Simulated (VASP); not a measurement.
Crystal: Y.

```
Y
1.0
     3.31000    0.00000    0.00000
     0.00000    3.31000    0.00000
     0.00000    0.00000    3.31000
Y
1
Direct
  0.00000 0.00000 0.00000
```

```yaml
Program: VASP 6.6.1
Task: relaxation of cell and atoms
Functional: LDA
Potentials_or_basis: VASP PAW LDA potentials, release 64 (Y_sv)
Cutoff: 600 eV
k_mesh: 7 × 7 × 7
Occupations: methfessel-paxton, width 0.1 eV
Spin: no spin polarisation
```

At the start: pressure -4.0 GPa; volume 36.26 Å³/atom.

**Question.** Where does the relaxation end?

**Answer.** Over 3 steps the energy falls by 78.7 meV/atom and the volume is 30.92 Å³/atom (-14.7 %); space group Pm-3m (No. 221, to 0.05 Å).

The path:
| step | energy change (eV) | largest force (eV/Å) | pressure (GPa) | volume (Å³) |
| --- | --- | --- | --- | --- |
| 1 | 0.0000 | 0.0000 | -3.99 | 36.26 |
| 2 | -0.0760 | 0.0000 | -0.94 | 31.73 |
| 3 | -0.0787 | 0.0000 | -0.12 | 30.92 |

Final structure:
```cif
data_structure
_symmetry_space_group_name_H-M 'P 1'
_symmetry_Int_Tables_number 1
_cell_length_a 3.1387
_cell_length_b 3.1387
_cell_length_c 3.1387
_cell_angle_alpha 90.000
_cell_angle_beta 90.000
_cell_angle_gamma 90.000
_cell_volume 30.92
loop_
_atom_site_label
_atom_site_type_symbol
_atom_site_fract_x
_atom_site_fract_y
_atom_site_fract_z
_atom_site_occupancy
Y1 Y 0.00000 0.00000 0.00000 1
```
